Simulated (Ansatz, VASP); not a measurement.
## Pt in VASP and in Ansatz

```
Pt
1.0
    -1.58224    1.58224    1.58422
     1.58224   -1.58224    1.58422
     1.58620    1.58620   -1.58422
Pt
1
Direct
  0.00000 0.00000 0.00000
```

Change from the starting cell: strain +0.0025 x Voigt [0, 0, 0, 0, 0, 1], atoms carried along.

Alike in both runs: task single point; functional PBEsol; k mesh 22 × 22 × 22; occupations gaussian, width 0.15 eV; no spin polarisation.

```csv
,VASP,Ansatz
version,VASP 6.6.1,Ansatz 0.2.0
potentials or method,"VASP PAW PBE potentials, release 64 (Pt), cutoff 520 eV","scalar-relativistic, plane waves, PAW"
valence electrons in the cell,10,18
```

|  | VASP | Ansatz | Ansatz less VASP |
| --- | --- | --- | --- |
| gap on the k mesh at the Fermi level (eV) | none | none | - |
| pressure (GPa) | -11.3 | -10.9 | +0.34 |
| traceless stress, the component that is largest in VASP (GPa) | -0.36 | -0.36 | -0.003 |

VASP's potentials were made for PBE, not for PBEsol. A gap of «none» marks a metal or a gap that the smearing closes. VASP's potentials hold 10 valence electrons a cell and Ansatz's 18, so a difference there can come from the potentials and not from the codes.

Neither program's run includes spin-orbit coupling.
